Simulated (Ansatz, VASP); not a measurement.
**CoSi2 in VASP and in Ansatz**

The input INCAR:

```
PREC     = Accurate       # precision mode
ENCUT    = 600            # plane-wave cutoff, eV
EDIFF    = 1E-6           # SCF threshold, eV
ISMEAR   = -1             # smearing method
SIGMA    = 0.05           # smearing width, eV
LREAL    = False          # projectors in reciprocal space
LASPH    = True           # aspherical terms in the spheres
NELM     = 200            # most SCF steps
ALGO     = Normal         # electronic algorithm
ISIF     = 2              # what is computed and relaxed
LWAVE    = False          # write WAVECAR
LCHARG   = True           # write CHGCAR
ISPIN    = 2              # spin polarisation
MAGMOM   = 1 0 0          # initial moments
LORBIT   = 11             # projections on sites
NUPDOWN  = 1.0            # fixed moment
LMAXMIX  = 4              # l up to which the mixer works
GGA      = PE             # functional
LELF     = True           # ELF
LVHAR    = True         
NBANDS   = 24             # bands
GGA_COMPAT= False
```

Contents of KPOINTS:

```
Automatic mesh
0
Gamma
  7 7 7
```

The input POSCAR:

```
CoSi2
1.0
    0.0000000000      2.6780000000      2.6780000000
    2.6780000000      0.0000000000      2.6780000000
    2.6780000000      2.6780000000      0.0000000000
Co Si
1 2
Direct
    0.0000000000      0.0000000000      0.0000000000
    0.7500000000      0.7500000000      0.7500000000
    0.2500000000      0.2500000000      0.2500000000
```

The input input.yaml:

```yaml
crystal:
  lattice:
    - [0.0, 2.678, 2.678]
    - [2.678, 0.0, 2.678]
    - [2.678, 2.678, 0.0]
  atoms:
    - { symbol: Co, position: [0.0, 0.0, 0.0], spin: 1.0 }
    - { symbol: Si, position: [0.75, 0.75, 0.75] }
    - { symbol: Si, position: [0.25, 0.25, 0.25] }
hamiltonian:
  xc: pbe
  pseudopotentials: { kind: paw }
magnetization:
  spin_polarized: true
  initial_magnetization: 1.0
  spin_locking: { lock_magnetization: hard }
kpoints:
  mp_grid: { grid: [7, 7, 7] }
scf:
  occupations: { method: fermi_dirac, width: 0.05 }
  lower_state_search: "off"
output:
  forces: true
  stress: true
  eigenvalues: true
  write_density: true
  write_potential: true
  elf: true
  volumetric_format: npy
```

Alike in both runs: task single point; functional PBE; k mesh 7 × 7 × 7; occupations fermi-dirac, width 0.05 eV; collinear spin; fixed moment 1 μB.

```csv
,VASP,Ansatz
version,VASP 6.6.1,Ansatz 0.2.0
potentials or method,"VASP PAW PBE potentials, release 64 (Co_sv, Si)",Ansatz PAW
plane-wave cutoff (eV),600,420
valence electrons in the cell,25,25
```

|  | VASP | Ansatz | Ansatz less VASP |
| --- | --- | --- | --- |
| pressure (GPa) | 3.5 | 4.8 | +1.27 |
| net moment per atom (μB) | 0.33 | 0.33 | 0.000 |
| size of the moment on the site where the two differ most (μB) | 0.55 | 0.57 | +0.019 |

Site moments also hang on the region over which each program counts them.
